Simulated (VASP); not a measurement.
Wanted: the native input for a VASP 6.6.1 run.

* Task: relaxation of cell and atoms
* Functional: PBE
* Potentials or basis: VASP PAW PBE potentials, release 64 (Cd, Te)
* Cutoff: 600 eV
* k mesh: 12 × 12 × 8
* Occupations: gaussian, width 0.1 eV
* Spin: no spin polarisation
* Dipole correction: no
* Further INCAR settings: ALGO = Fast; EDIFF = 1e-06; IBRION = 2; EDIFFG = -0.001; NSW = 80; ISIF = 3

The structure of Cd2Te lies in POSCAR:

```
Cd2Te
1.0
    4.3009979895      0.0000000000      0.0000000000
   -2.1504989947      3.7247735206      0.0000000000
    0.0000000000      0.0000000000      5.3391620397
Cd Te
2 1
Direct
    0.3333333333      0.6666666667      0.3262313735
    0.6666666667      0.3333333333      0.6737686265
    0.0000000000      0.0000000000      0.0000000000
```

One way to write it, as run:

INCAR

```
  PREC = Accurate
  ENCUT = 600
  EDIFF = 1E-6
  ISMEAR = 0
  SIGMA = 0.1
  LREAL = False
  LASPH = True
  NELM = 100
  ALGO = Fast
  ISIF = 3
  LWAVE = False
  LCHARG = False
  GGA = PE
  IBRION = 2
  NSW = 80
  EDIFFG = -0.001
```

KPOINTS

```
Automatic mesh
0
Gamma
  12 12 8
```

Potentials or basis: VASP PAW PBE potentials, release 64 (Cd, Te).

Launch:

```sh
$ cat potpaw_PBE.64/Cd/POTCAR potpaw_PBE.64/Te/POTCAR > POTCAR
$ mpirun -np 1 vasp_std > vasp.out
```

Results of the run:

The relaxed volume is 28.58 Å³/atom. The relaxed cell is a = 4.305 Å, b = 4.305 Å, c = 5.342 Å, α = 90.00°, β = 90.00°, γ = 120.00°. The space group after relaxing (to 0.1 Å) is P-3m1 (No. 164). The energy gained by relaxing is 0.0 meV/atom. The ionic steps are 24, the pressure after relaxing is 0.0 GPa and the band gap on the k mesh is zero (bands 15 and 16 overlap by 2.71 eV).

Caveat: spin-orbit coupling is left out, which moves the levels of the heavy elements.

Run time: 29 min on 1 thread of Intel Xeon 8259CL (shared host), peak memory 0.44 GiB.
